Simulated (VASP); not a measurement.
# Au (Pm-3m) in VASP: notebook

Runs on Au. Level: BLYP. Tasks: single point.

Program: VASP 6.6.1. These are calculated values, not measurements. Logs are shortened: lines on timing, memory, paths and dates and some standing lists are left out, and cuts for length are marked.

**1. The cell of the first run**

It takes space group Pm-3m (No. 221, cubic). Conventional cell: a = 2.816 Å, b = 2.816 Å, c = 2.816 Å, α = 90.00°, β = 90.00°, γ = 90.00°. Within 3.7 Å of Au (site symmetry m-3m) lie 6 Au at 2.82 Å.

**2. Single point, BLYP**

INCAR

```
PREC = Accurate
ENCUT = 520
EDIFF = 1E-6
ISMEAR = -1
SIGMA = 0.1
LREAL = False
LASPH = True
NELM = 80
ALGO = Normal
ISIF = 2
LWAVE = False
LCHARG = True
GGA = B5
ALDAX = 1.0
AGGAX = 1.0
AGGAC = 1.0
ALDAC = 0.0
LELF = True
LVHAR = True
NBANDS = 12
```

KPOINTS

```
Automatic mesh
0
Gamma
  12 12 12
```

POSCAR

```
Au
1.0
    2.8158885619      0.0000000000      0.0000000000
    0.0000000000      2.8158885619      0.0000000000
    0.0000000000      0.0000000000      2.8158885619
Au
1
Direct
    0.0000000000      0.0000000000      0.0000000000
```

Potentials or basis: VASP PAW PBE potentials, release 64 (Au).

Started as:

```sh
$ cat potpaw_PBE.64/Au/POTCAR > POTCAR
$ mpirun -np 1 vasp_std > vasp.out
```

OUTCAR:

```text
PREC = Accurate
   ENCUT = 520
   EDIFF = 1E-6
   ISMEAR = -1
   LREAL = False
   LASPH = True
   NELM = 80
   ISIF = 2
   GGA = B5

 ion  position               nearest neighbor table
   1  0.000  0.000  0.000-

  LATTYP: Found a simple cubic cell.
 ALAT       =     2.8158885619

  Lattice vectors:

 A1 = (   2.8158885619,   0.0000000000,   0.0000000000)
 A2 = (   0.0000000000,   2.8158885619,   0.0000000000)
 A3 = (   0.0000000000,   0.0000000000,   2.8158885619)

Analysis of symmetry for initial positions (statically):
=====================================================================
 Subroutine PRICEL returns:
 Original cell was already a primitive cell.

 Routine SETGRP: Setting up the symmetry group for a
 simple cubic supercell.

 Subroutine GETGRP returns: Found 48 space group operations
 (whereof 48 operations were pure point group operations)
 out of a pool of 48 trial point group operations.

The static configuration has the point symmetry O_h .

Analysis of symmetry for dynamics (positions and initial velocities):
=====================================================================
 Subroutine PRICEL returns:
 Original cell was already a primitive cell.

 Routine SETGRP: Setting up the symmetry group for a
 simple cubic supercell.

 Subroutine GETGRP returns: Found 48 space group operations
 (whereof 48 operations were pure point group operations)
 out of a pool of 48 trial point group operations.

The dynamic configuration has the point symmetry O_h .

 Subroutine INISYM returns: Found 48 space group operations
 (whereof 48 operations are pure point group operations),
 and found     1 'primitive' translations

----------------------------------------------------------------------------------------

                                     Primitive cell

  volume of cell :      22.3278

  direct lattice vectors                    reciprocal lattice vectors
     2.815888562  0.000000000  0.000000000     0.355127690  0.000000000  0.000000000
     0.000000000  2.815888562  0.000000000     0.000000000  0.355127690  0.000000000
     0.000000000  0.000000000  2.815888562     0.000000000  0.000000000  0.355127690

  length of vectors
     2.815888562  2.815888562  2.815888562     0.355127690  0.355127690  0.355127690

  position of ions in fractional coordinates (direct lattice)
     0.000000000  0.000000000  0.000000000

  ion indices of the primitive-cell ions
   primitive index   ion index
                 1           1

----------------------------------------------------------------------------------------

 KPOINTS: Automatic mesh

Automatic generation of k-mesh.
 Grid dimensions read from file:
 generate k-points for:   12   12   12

 Generating k-lattice:

  Cartesian coordinates                     Fractional coordinates (reciprocal lattice)
     0.029593974  0.000000000  0.000000000     0.083333333  0.000000000  0.000000000
     0.000000000  0.029593974  0.000000000     0.000000000  0.083333333  0.000000000
     0.000000000  0.000000000  0.029593974     0.000000000  0.000000000  0.083333333

  Length of vectors
     0.029593974  0.029593974  0.029593974

  Shift w.r.t. Gamma in fractional coordinates (k-lattice)
     0.000000000  0.000000000  0.000000000

 Subroutine IBZKPT returns following result:
 ===========================================

 Found     84 irreducible k-points:

 Following reciprocal coordinates:
            Coordinates               Weight
  0.000000  0.000000  0.000000      1.000000
  0.083333  0.000000  0.000000      6.000000
  0.166667  0.000000  0.000000      6.000000
  0.250000  0.000000  0.000000      6.000000
  0.333333  0.000000  0.000000      6.000000
  0.416667  0.000000  0.000000      6.000000
[... 16 lines left out ...]
  0.333333  0.333333  0.000000     12.000000
  0.416667  0.333333  0.000000     24.000000
 [... further k-points ...]
   k-points           NKPTS =     84   k-points in BZ     NKDIM =     84   number of bands    NBANDS=     12
   number of dos      NEDOS =    301   number of ions     NIONS =      1
   total plane-waves  NPLWV =  13824
   dimension x,y,z NGX =    24 NGY =   24 NGZ =   24
   dimension x,y,z NGXF=    48 NGYF=   48 NGZF=   48
   ions per type =               1
   NGX,Y,Z   is equivalent  to a cutoff of  14.17, 14.17, 14.17 a.u.
   NGXF,Y,Z  is equivalent  to a cutoff of  28.34, 28.34, 28.34 a.u.
 SYSTEM =  unknown system
   PREC   = accura    normal or accurate (medium, high low for compatibility)
   ISTART =      0    job   : 0-new  1-cont  2-samecut
   ICHARG =      2    charge: 1-file 2-atom 10-const
   ISPIN  =      1    spin polarized calculation?
   LNONCOLLINEAR =      F non collinear calculations
   LSORBIT =      F    spin-orbit coupling
   LASPH  =      T    aspherical Exc in radial PAW
   ENCUT  =  520.0 eV  38.22 Ry    6.18 a.u.   5.24  5.24  5.24*2*pi/ulx,y,z
   NELM   =     80;   NELMIN=  2; NELMDL= -5     # of ELM steps
   EDIFF  = 0.1E-05   stopping-criterion for ELM
   LREAL  =      F    real-space projection
   EDIFFG = 0.1E-04   stopping-criterion for IOM
   NSW    =      0    number of steps for IOM
   IBRION =     -1    ionic relax: 0-MD 1-quasi-New 2-CG
   NFREE  =      0    steps in history (QN), initial steepest desc. (CG)
   ISIF   =      2    stress and relaxation
   ISYM   =      2    0-nonsym 1-usesym 2-fastsym
   POTIM  = 0.5000    time-step for ionic-motion
   TEBEG  =    0.0;   TEEND  =   0.0 temperature during run
   PSTRESS=    0.0 pullay stress
   NELECT =      11.0000    total number of electrons
   NUPDOWN=      -1.0000    fix difference up-down
   EMIN   =  10.00;   EMAX   =-10.00  energy-range for DOS
   EFERMI =   0.00;   METHOD = LEGACY
   ISMEAR =    -1;   SIGMA  =   0.10  broadening in eV -4-tet -1-fermi 0-gaus
   EFERMI_NEDOS =   21; number of points for ismear=-14 and -15
   IALGO  =     38    algorithm
   IMIX   =      4    mixing-type and parameters
     AMIX     =   0.40;   BMIX     =  1.00
     AMIX_MAG =   1.60;   BMIX_MAG =  1.00
  volume/ion in A,a.u.               =      22.33       150.68
  Fermi-wavevector in a.u.,A,eV,Ry     =   1.292975  2.443369 22.746021  1.671785
  Thomas-Fermi vector in A             =   2.424650
   LORBIT       =      0    0 simple, 1 ext, 2 COOP (PROOUT), +10 PAW based schemes
   GGA     = B5    functional components
   LHFCALC =     F    Hartree Fock is set to
   AEXX    =    0.0000 exact exchange contribution
   IVDW    =     0    specifies the selected vdW correction
   LEPSILON=     F    determine dielectric tensor
   LRPA    =     F    only Hartree local field effects (RPA)
 non-spin polarized calculation
  energy-cutoff  :      520.00
  volume of cell :       22.33
 maximum number of plane-waves:       624
 NGX is ok and might be reduce to    24
   NGX = 11   NGY = 11   NGZ = 11

 number of electron      11.0000000 magnetization

 Free energy of the ion-electron system (eV)
  ---------------------------------------------------
  ext. energy  EPLUGINS =         0.00000000
  ---------------------------------------------------
  free energy    TOTEN  =        -2.43779842 eV

  energy without entropy =       -2.42759939  energy(sigma->0) =       -2.43269891

 E-fermi :   5.9350     XC(G=0): -10.4118

 val. band max:        5.9321385184   @ k =   0.5000   0.0000   0.0000
 cond. band min:       5.9556791579   @ k =   0.4167   0.1667   0.1667
 fundamental gap:      0.0235406395
 Fermi energy:         5.9349939654

 k-point     1 :       0.0000    0.0000    0.0000
  band No.  band energies     occupation
      1      -1.2456      2.00000
      2       0.7051      2.00000
      3       0.7051      2.00000
      4       4.3986      2.00000
      5       4.3986      2.00000
      6       4.3986      2.00000
      7      19.2879      0.00000
      8      19.2879      0.00000
      9      19.2879      0.00000
     10      24.2919      0.00000
     11      26.4130      0.00000
     12      26.4130      0.00000

 k-point     2 :       0.0833    0.0000    0.0000
  band No.  band energies     occupation
      1      -1.0895      2.00000
      2       0.7270      2.00000
      3       0.8248      2.00000
      4       4.3030      2.00000
      5       4.3030      2.00000
      6       4.4064      2.00000
      7      18.0649      0.00000
      8      19.5392      0.00000
      9      19.5392      0.00000
     10      24.8731      0.00000
     11      25.9738      0.00000
     12      27.2511      0.00000

 k-point     3 :       0.1667    0.0000    0.0000
  band No.  band energies     occupation
      1      -0.6785      2.00000
      2       0.7877      2.00000
      3       1.2190      2.00000
      4       4.0522      2.00000
      5       4.0522      2.00000
      6       4.4277      2.00000
      7      15.7986      0.00000
      8      20.2442      0.00000
      9      20.2442      0.00000
     10      24.9906      0.00000
     11      25.1767      0.00000
     12      29.7445      0.00000
[... 286 lines left out ...]
 k-point    23 :       0.3333    0.3333    0.0000
  band No.  band energies     occupation
      1       1.0461      2.00000
      2       1.5681      2.00000
      3       3.4913      2.00000
      4       3.5480      2.00000
      5       3.6105      2.00000
      6       4.9324      1.99991
      7      12.5064      0.00000
      8      14.5678      0.00000
      9      20.9055      0.00000
     10      25.3883      0.00000
     11      26.0365      0.00000
     12      27.6879      0.00000

 k-point    24 :       0.4167    0.3333    0.0000
  band No.  band energies     occupation
      1       1.1561      2.00000
      2       1.3346      2.00000
      3       3.3798      2.00000
      4       3.6174      2.00000
      5       3.8611      2.00000
      6       6.4799      0.00856
      7      10.7148      0.00000
      8      14.9507      0.00000
      9      19.4396      0.00000
     10      25.2096      0.00000
     11      27.3265      0.00000
     12      27.3829      0.00000

 [... further k-points ...]
[... 5 lines left out ...]
  --------------------------------------------------------------------------------------
  -------------------------------------------------------------------------------------
  Total        0.0571467      0.0571467      0.0571467     -0.0000000     -0.0000000      0.0000000
  in kB        4.1006773      4.1006773      4.1006773     -0.0000000     -0.0000000      0.0000000
  external PRESSURE =       4.1006773 kB  Pullay stress =       0.0000000 kB

 VOLUME and BASIS-vectors are now :
 -----------------------------------------------------------------------------
  energy-cutoff  :      520.00
  volume of cell :       22.33
      direct lattice vectors                 reciprocal lattice vectors
     2.815888562  0.000000000  0.000000000     0.355127690  0.000000000  0.000000000
     0.000000000  2.815888562  0.000000000     0.000000000  0.355127690  0.000000000
     0.000000000  0.000000000  2.815888562     0.000000000  0.000000000  0.355127690

 POSITION                                       TOTAL-FORCE (eV/Angst)
 -----------------------------------------------------------------------------------
      0.00000      0.00000      0.00000         0.000000      0.000000      0.000000
 -----------------------------------------------------------------------------------
    total drift:                                0.000000      0.000000      0.000000

  FREE ENERGIE OF THE ION-ELECTRON SYSTEM (eV)
  ---------------------------------------------------
  free  energy   TOTEN  =        -2.4377984248 eV

  energy  without entropy=       -2.4275993918  energy(sigma->0) =       -2.43269891
```

Wall time 17 s (1 thread of Intel Xeon 6975P-C, shared host); peak memory 0.15 GiB.

Results:

| Quantity | Value |
| --- | --- |
| Free energy | -2.4378 eV |
| Pressure | 0.4 GPa |

Caveat: the PAW data sets were made with another functional, which shifts forces and pressure a little; spin-orbit coupling is left out, which moves the levels of the heavy elements.

**3. Single point, BLYP**

INCAR

```
PREC = Accurate
ENCUT = 520
EDIFF = 1E-7
ISMEAR = -1
SIGMA = 0.1
LREAL = False
LASPH = True
NELM = 60
ALGO = Normal
ISIF = 2
LWAVE = False
LCHARG = False
GGA = B5
ALDAX = 1.0
AGGAX = 1.0
AGGAC = 1.0
ALDAC = 0.0
NBANDS = 12
```

KPOINTS

```
regular mesh
0
Gamma
  13 13 13
```

POSCAR is that of step 2.

Potentials or basis: VASP PAW PBE potentials, release 64 (Au).

Started as:

```sh
$ cat potpaw_PBE.64/Au/POTCAR > POTCAR
$ mpirun -np 1 vasp_std > vasp.out
```

Wall time 14 s (1 thread of Intel Xeon 6975P-C, shared host); peak memory 0.15 GiB.

The run converged. Its results:

| Property | Result |
| --- | --- |
| Free energy | -2.4397 eV |
| Pressure | 0.4 GPa |

Levels at points of the mesh, in eV from the Fermi level:
```tsv
k point	band 4	band 5	band 6	band 7	band 8	band 9
(0.00, 0.00, 0.00)	-1.49	-1.49	-1.49	13.40	13.40	13.40
```

Caveat: the PAW data sets were made with another functional, which shifts forces and pressure a little; spin-orbit coupling is left out, which moves the levels of the heavy elements.

**4. Single point, BLYP (volume scaled by 1.04)**

INCAR

```
SYSTEM = Au
PREC = Accurate ; ENCUT = 520
EDIFF = 1E-6 ; ISMEAR = -1
SIGMA = 0.1 ; LREAL = .False.
LASPH = .True. ; NELM = 100
ALGO = Normal ; ISIF = 2
LWAVE = .False. ; LCHARG = .True.
GGA = B5 ; ALDAX = 1.0
AGGAX = 1.0 ; AGGAC = 1.0
ALDAC = 0.0 ; LELF = .True.
LVHAR = .True. ; NBANDS = 12
```

KPOINTS

```
Automatic mesh
0
Gamma
  13 13 13
  0 0 0
```

POSCAR

```
Au
1.0
    2.8529439766      0.0000000000      0.0000000000
    0.0000000000      2.8529439766      0.0000000000
    0.0000000000      0.0000000000      2.8529439766
Au
1
Direct
    0.0000000000      0.0000000000      0.0000000000
```

Started as:

```sh
$ cat potpaw_PBE.64/Au/POTCAR > POTCAR
$ mpirun -np 1 vasp_std > vasp.out
```

Run time: 17 s. Hardware: 1 thread of Intel Xeon 6975P-C, shared host; peak memory 0.15 GiB.

The run converged. Its results:

```yaml
Free_energy: -2.4339 eV
Pressure: -2.5 GPa
```

Levels at points of the mesh, in eV from the Fermi level:
```
           k point  band 4  band 5  band 6  band 7  band 8  band 9
(0.00, 0.00, 0.00)   -1.51   -1.51   -1.51   13.15   13.15   13.15
```

Caveat: the PAW data sets were made with another functional, which shifts forces and pressure a little; spin-orbit coupling is left out, which moves the levels of the heavy elements.

**5. Single point, BLYP (volume scaled by 1.08)**

INCAR

```
SYSTEM = Au
PREC = Accurate
ENCUT = 520
EDIFF = 1E-6
ISMEAR = -1
SIGMA = 0.1
LREAL = .FALSE.
LASPH = .TRUE.
NELM = 60
ALGO = Normal
ISIF = 2
LWAVE = .FALSE.
LCHARG = .TRUE.
GGA = B5
ALDAX = 1.0
AGGAX = 1.0
AGGAC = 1.0
ALDAC = 0.0
LELF = .TRUE.
LVHAR = .TRUE.
NBANDS = 12
```

KPOINTS

```
regular mesh
0
G
  13 13 13
  0 0 0
```

POSCAR

```
Au
1.0
    2.8890610256      0.0000000000      0.0000000000
    0.0000000000      2.8890610256      0.0000000000
    0.0000000000      0.0000000000      2.8890610256
Au
1
Direct
    0.0000000000      0.0000000000      0.0000000000
```

Started as:

```sh
$ cat potpaw_PBE.64/Au/POTCAR > POTCAR
$ mpirun -np 1 vasp_std > vasp.out
```

Run time: 14 s. Hardware: 1 thread of Intel Xeon 6975P-C, shared host; peak memory 0.15 GiB.

Results (log left out):

| Item | Value |
| --- | --- |
| Free energy | -2.4138 eV |
| Pressure | -4.7 GPa |

Levels at points of the mesh, in eV from the Fermi level:
| k point | band 2 | band 3 | band 4 | band 5 | band 6 | band 7 | band 8 | band 9 | band 10 | band 11 |
| --- | --- | --- | --- | --- | --- | --- | --- | --- | --- | --- |
| (0.00, 0.00, 0.00) | -4.78 | -4.78 | -1.53 | -1.53 | -1.53 | 12.92 | 12.92 | 12.92 | 17.59 | 19.62 |

Caveat: the PAW data sets were made with another functional, which shifts forces and pressure a little; spin-orbit coupling is left out, which moves the levels of the heavy elements.

**6. Single point, BLYP (volume scaled by 1.12)**

INCAR

```
SYSTEM = Au
PREC     = Accurate       ! precision mode
ENCUT    = 520            ! plane-wave cutoff, eV
EDIFF    = 1E-6           ! SCF threshold, eV
ISMEAR   = -1             ! smearing method
SIGMA    = 0.1            ! smearing width, eV
LREAL    = .FALSE.        ! projectors in reciprocal space
LASPH    = .TRUE.         ! aspherical terms in the spheres
NELM     = 100            ! most SCF steps
ALGO     = Normal         ! electronic algorithm
ISIF     = 2              ! what is computed and relaxed
LWAVE    = .FALSE.        ! write WAVECAR
LCHARG   = .FALSE.        ! write CHGCAR
GGA      = B5             ! functional
ALDAX    = 1.0          
AGGAX    = 1.0          
AGGAC    = 1.0          
ALDAC    = 0.0          
NBANDS   = 12             ! bands
```

KPOINTS is that of step 5.

POSCAR

```
Au
1.0
    2.9242969498      0.0000000000      0.0000000000
    0.0000000000      2.9242969498      0.0000000000
    0.0000000000      0.0000000000      2.9242969498
Au
1
Direct
    0.0000000000      0.0000000000      0.0000000000
```

Potentials or basis: VASP PAW PBE potentials, release 64 (Au).

Started as:

```sh
$ cat potpaw_PBE.64/Au/POTCAR > POTCAR
$ mpirun -np 1 vasp_std > vasp.out
```

Run time: 13 s. Hardware: 1 thread of Intel Xeon 6975P-C, shared host; peak memory 0.15 GiB.

The run converged. Its results:

```
Free energy : -2.3830 eV
Pressure    : -6.4 GPa
```

Levels at points of the mesh, in eV from the Fermi level:
```
           k point  band 4  band 5  band 6  band 7  band 8  band 9
(0.00, 0.00, 0.00)   -1.55   -1.55   -1.55   12.70   12.70   12.70
```

Caveat: the PAW data sets were made with another functional, which shifts forces and pressure a little; spin-orbit coupling is left out, which moves the levels of the heavy elements.

**7. The runs side by side**

```csv
cell,k mesh,gap on the mesh (eV),pressure (GPa)
"a = 2.816 Å, 1 atom",12 × 12 × 12,none,0.4
"a = 2.816 Å, 1 atom",13 × 13 × 13,none,0.4
"a = 2.853 Å, 1 atom",13 × 13 × 13,none,-2.5
"a = 2.889 Å, 1 atom",13 × 13 × 13,none,-4.7
"a = 2.924 Å, 1 atom",13 × 13 × 13,none,-6.4
```

Alike in all rows: task single point; level BLYP; potentials or basis VASP PAW PBE potentials, release 64 (Au); no spin polarisation; cutoff (eV) 520; smearing fermi-dirac 0.1 eV.

Caveats: the PAW data sets were made with another functional, which shifts forces and pressure a little; spin-orbit coupling is left out, which moves the levels of the heavy elements.

Absolute energies hang on the potentials; compare differences alone.
